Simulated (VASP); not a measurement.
# GaN (Fm-3m) in VASP: notebook, part 2 of 2

VASP 6.6.1.

### Step 3. Electric field gradients, PBEsol (volume scaled by 1.01)

File INCAR:

```
SYSTEM = GaN
ALGO = Normal
EDIFF = 1E-8
ENCUT = 520
GGA = PS
ISIF = 2
ISMEAR = -1
LASPH = .True.
LCHARG = .False.
LEFG = .True.
LREAL = .False.
LWAVE = .False.
NBANDS = 16
NELM = 100
PREC = Accurate
SIGMA = 0.02
```

File KPOINTS:

```
k-points
0
Gamma
  10 10 10
  0 0 0
```

File POSCAR:

```
GaN
1.0
    0.0000000000      1.9991196500      1.9991196500
    1.9991196500      0.0000000000      1.9991196500
    1.9991196500      1.9991196500      0.0000000000
Ga N
1 1
Direct
    0.5000000000      0.5000000000      0.5000000000
    0.0000000000      0.0000000000      0.0000000000
```

Potentials or basis: VASP PAW PBE potentials, release 64 (Ga_d, N).

Started as:

```
$ cat potpaw_PBE.64/Ga_d/POTCAR potpaw_PBE.64/N/POTCAR > POTCAR
$ mpirun -np 1 vasp_std > vasp.out
```

OUTCAR:

```text
SYSTEM = GaN
   EDIFF = 1E-8
   ENCUT = 520
   GGA = PS
   ISIF = 2
   ISMEAR = -1
   LASPH = .True.
   LREAL = .False.
   NELM = 100
   PREC = Accurate

 ion  position               nearest neighbor table
   1  0.500  0.500  0.500-   2 2.00   2 2.00   2 2.00   2 2.00   2 2.00   2 2.00
   2  0.000  0.000  0.000-   1 2.00   1 2.00   1 2.00   1 2.00   1 2.00   1 2.00

  LATTYP: Found a face centered cubic cell.
 ALAT       =     3.9982393000

  Lattice vectors:

 A1 = (   0.0000000000,   1.9991196500,   1.9991196500)
 A2 = (   1.9991196500,   0.0000000000,   1.9991196500)
 A3 = (   1.9991196500,   1.9991196500,   0.0000000000)

Analysis of symmetry for initial positions (statically):
=====================================================================
 Subroutine PRICEL returns:
 Original cell was already a primitive cell.

 Routine SETGRP: Setting up the symmetry group for a
 face centered cubic supercell.

 Subroutine GETGRP returns: Found 48 space group operations
 (whereof 48 operations were pure point group operations)
 out of a pool of 48 trial point group operations.

The static configuration has the point symmetry O_h .

Analysis of symmetry for dynamics (positions and initial velocities):
=====================================================================
 Subroutine PRICEL returns:
 Original cell was already a primitive cell.

 Routine SETGRP: Setting up the symmetry group for a
 face centered cubic supercell.

 Subroutine GETGRP returns: Found 48 space group operations
 (whereof 48 operations were pure point group operations)
 out of a pool of 48 trial point group operations.

The dynamic configuration has the point symmetry O_h .

 Subroutine INISYM returns: Found 48 space group operations
 (whereof 48 operations are pure point group operations),
 and found     1 'primitive' translations

----------------------------------------------------------------------------------------

                                     Primitive cell

  volume of cell :      15.9789

  direct lattice vectors                    reciprocal lattice vectors
     0.000000000  1.999119650  1.999119650    -0.250110092  0.250110092  0.250110092
     1.999119650  0.000000000  1.999119650     0.250110092 -0.250110092  0.250110092
     1.999119650  1.999119650  0.000000000     0.250110092  0.250110092 -0.250110092

  length of vectors
     2.827182122  2.827182122  2.827182122     0.433203387  0.433203387  0.433203387

  position of ions in fractional coordinates (direct lattice)
     0.500000000  0.500000000  0.500000000
     0.000000000  0.000000000  0.000000000

  ion indices of the primitive-cell ions
   primitive index   ion index
                 1           1
                 2           2

----------------------------------------------------------------------------------------

 KPOINTS: k-points

Automatic generation of k-mesh.
 Grid dimensions read from file:
 generate k-points for:   10   10   10

[... 65 lines left out ...]
   EDIFFG = 0.1E-06   stopping-criterion for IOM
   NSW    =      0    number of steps for IOM
   IBRION =     -1    ionic relax: 0-MD 1-quasi-New 2-CG
   NFREE  =      0    steps in history (QN), initial steepest desc. (CG)
   ISIF   =      2    stress and relaxation
   ISYM   =      2    0-nonsym 1-usesym 2-fastsym
   POTIM  = 0.5000    time-step for ionic-motion
   TEBEG  =    0.0;   TEEND  =   0.0 temperature during run
   PSTRESS=    0.0 pullay stress
   NELECT =      18.0000    total number of electrons
   NUPDOWN=      -1.0000    fix difference up-down
   EMIN   =  10.00;   EMAX   =-10.00  energy-range for DOS
   EFERMI =   0.00;   METHOD = LEGACY
   ISMEAR =    -1;   SIGMA  =   0.02  broadening in eV -4-tet -1-fermi 0-gaus
   EFERMI_NEDOS =   21; number of points for ismear=-14 and -15
   IALGO  =     38    algorithm
   IMIX   =      4    mixing-type and parameters
     AMIX     =   0.40;   BMIX     =  1.00
     AMIX_MAG =   1.60;   BMIX_MAG =  1.00
  volume/ion in A,a.u.               =       7.99        53.92
  Fermi-wavevector in a.u.,A,eV,Ry     =   1.703401  3.218961 39.478321  2.901575
  Thomas-Fermi vector in A             =   2.782994
   LORBIT       =      0    0 simple, 1 ext, 2 COOP (PROOUT), +10 PAW based schemes
   GGA     = PS    functional components
   LHFCALC =     F    Hartree Fock is set to
   AEXX    =    0.0000 exact exchange contribution
   IVDW    =     0    specifies the selected vdW correction
   LEPSILON=     F    determine dielectric tensor
   LRPA    =     F    only Hartree local field effects (RPA)
 non-spin polarized calculation
  energy-cutoff  :      520.00
  volume of cell :       15.98
 maximum number of plane-waves:       444
 NGX is ok and might be reduce to    24
   NGX = 11   NGY = 11   NGZ = 11

 number of electron      18.0000000 magnetization

 Free energy of the ion-electron system (eV)
  ---------------------------------------------------
  ext. energy  EPLUGINS =         0.00000000
  ---------------------------------------------------
  free energy    TOTEN  =       -11.83828851 eV

  energy without entropy =      -11.83828851  energy(sigma->0) =      -11.83828851

 E-fermi :  10.5692     XC(G=0): -14.2675

 val. band max:       10.0234782848   @ k =  -0.2000   0.2000   0.0000
 cond. band min:      11.6780646310   @ k =   0.5000   0.5000   0.0000
 fundamental gap:      1.6545863462
 Fermi energy:        10.5691992711

 k-point     1 :       0.0000    0.0000    0.0000
  band No.  band energies     occupation
      1      -9.1170      2.00000
      2      -3.9127      2.00000
      3      -3.9127      2.00000
      4      -3.9127      2.00000
      5      -3.7626      2.00000
      6      -3.7626      2.00000
[... 433 lines left out ...]
      3      -3.7129      2.00000
      4      -3.6727      2.00000
      5      -3.5415      2.00000
      6      -2.9547      2.00000
[... 8 lines left out ...]
     15      37.0521      0.00000
     16      38.9711      0.00000

 [... further k-points ...]
[... 5 lines left out ...]
  --------------------------------------------------------------------------------------
  -------------------------------------------------------------------------------------
  Total        5.4688960      5.4688960      5.4688960     -0.0000000     -0.0000000     -0.0000000
  in kB      548.3576275    548.3576275    548.3576275     -0.0000000     -0.0000000     -0.0000000
  external PRESSURE =     548.3576275 kB  Pullay stress =       0.0000000 kB

 VOLUME and BASIS-vectors are now :
 -----------------------------------------------------------------------------
  energy-cutoff  :      520.00
  volume of cell :       15.98
      direct lattice vectors                 reciprocal lattice vectors
     0.000000000  1.999119650  1.999119650    -0.250110092  0.250110092  0.250110092
     1.999119650  0.000000000  1.999119650     0.250110092 -0.250110092  0.250110092
     1.999119650  1.999119650  0.000000000     0.250110092  0.250110092 -0.250110092

 POSITION                                       TOTAL-FORCE (eV/Angst)
 -----------------------------------------------------------------------------------
      1.99912      1.99912      1.99912         0.000000     -0.000000     -0.000000
      0.00000      0.00000      0.00000        -0.000000      0.000000      0.000000
 -----------------------------------------------------------------------------------
    total drift:                                0.000000     -0.000000      0.000000

  FREE ENERGIE OF THE ION-ELECTRON SYSTEM (eV)
  ---------------------------------------------------
  free  energy   TOTEN  =       -11.8382885139 eV

  energy  without entropy=      -11.8382885139  energy(sigma->0) =      -11.83828851

 Electric field gradients (V/A^2)
---------------------------------------------------------------------
 ion       V_xx      V_yy      V_zz      V_xy      V_xz      V_yz
---------------------------------------------------------------------
   1      -0.000    -0.000    -0.000    -0.002    -0.002    -0.002
   2      -0.000    -0.000     0.000    -0.000    -0.000    -0.000
---------------------------------------------------------------------

 Electric field gradients after diagonalization (V/A^2)
 (convention: |V_zz| > |V_xx| > |V_yy|)
----------------------------------------------------------------------
 ion       V_xx      V_yy      V_zz     asymmetry (V_yy - V_xx)/ V_zz
----------------------------------------------------------------------
   1       0.002     0.002    -0.004       0.000
   2       0.000     0.000    -0.000       0.000
----------------------------------------------------------------------

           NMR quadrupolar parameters

 Cq : quadrupolar parameter    Cq=e*Q*V_zz/h
 eta: asymmetry parameters     (V_yy - V_xx)/ V_zz
 Q  : nuclear electric quadrupole moment in mb (millibarn)
----------------------------------------------------------------------
 ion       Cq(MHz)       eta       Q (mb)
----------------------------------------------------------------------
   1      -0.000       0.000       1.000
   2      -0.000       0.000       1.000
----------------------------------------------------------------------
```

Run time: 19 s. Hardware: 1 thread of Intel Xeon 8259CL, shared host; peak memory 0.14 GiB.

Results:

* Free energy: -11.8383 eV
* Pressure: 54.8 GPa
* Band gap on the k mesh: 1.65 eV, indirect (least direct gap 5.07 eV)

Caveat: without QUAD_EFG the Cq values of the log hold for a quadrupole moment of 1 mb, not for the nuclei; the PAW data sets were made with another functional, which shifts forces and pressure a little. A k mesh can miss the band edges.
